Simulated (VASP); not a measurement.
## TiC: single point with PBE

Crystal: TiC.

```
CELL_PARAMETERS angstrom
3.10119 0.00000 0.00000
-1.55060 2.68571 0.00000
0.00000 0.00000 9.78267
ATOMIC_POSITIONS crystal
Ti 0.66667 0.33333 0.75000
Ti 0.00000 0.00000 0.00000
Ti 0.33333 0.66667 0.25000
Ti 0.00000 0.00000 0.50000
C 0.33333 0.66667 0.87546
C 0.66667 0.33333 0.12454
C 0.66667 0.33333 0.37546
C 0.33333 0.66667 0.62454
```

| Quantity | Value |
| --- | --- |
| Program | VASP 6.6.1 |
| Task | single point |
| Functional | PBE |
| Potentials or basis | VASP PAW PBE potentials, release 64 (Ti_sv, C) |
| Cutoff | 520 eV |
| k mesh | 12 × 12 × 4 |
| Occupations | gaussian, width 0.1 eV |
| Spin | no spin polarisation |
| Dipole correction | no |
| k mesh for the DOS | 18 × 18 × 6 |
| Occupations for the DOS | tetrahedron |
| Further INCAR settings | ALGO = Normal; EDIFF = 1e-06; NBANDS = 42 |

```
Valence electrons inside the program's atomic spheres : Ti 10.41, 10.40 (each value once); C 2.39
```

Levels at points of the mesh, in eV from the Fermi level:
| k point | band 30 | band 31 | band 32 | band 33 | band 34 | band 35 |
| --- | --- | --- | --- | --- | --- | --- |
| (0.00, 0.00, 0.00) | -0.33 | -0.33 | 0.65 | 0.69 | 0.69 | 0.99 |
| (0.50, 0.00, 0.00) | -2.09 | -1.67 | -0.70 | 0.67 | 1.19 | 1.81 |
| (0.00, 0.00, 0.50) | -1.08 | -0.54 | -0.54 | 1.45 | 1.45 | 1.45 |
| (0.50, 0.00, 0.50) | -2.04 | -1.24 | -1.24 | 0.82 | 0.82 | 2.42 |

Wall time 7.8 min on 1 thread of Intel(R) Xeon(R) Platinum 8259CL CPU @ 2.50GHz (Skylake/Cascade Lake) (shared host), peak memory 0.46 GiB.
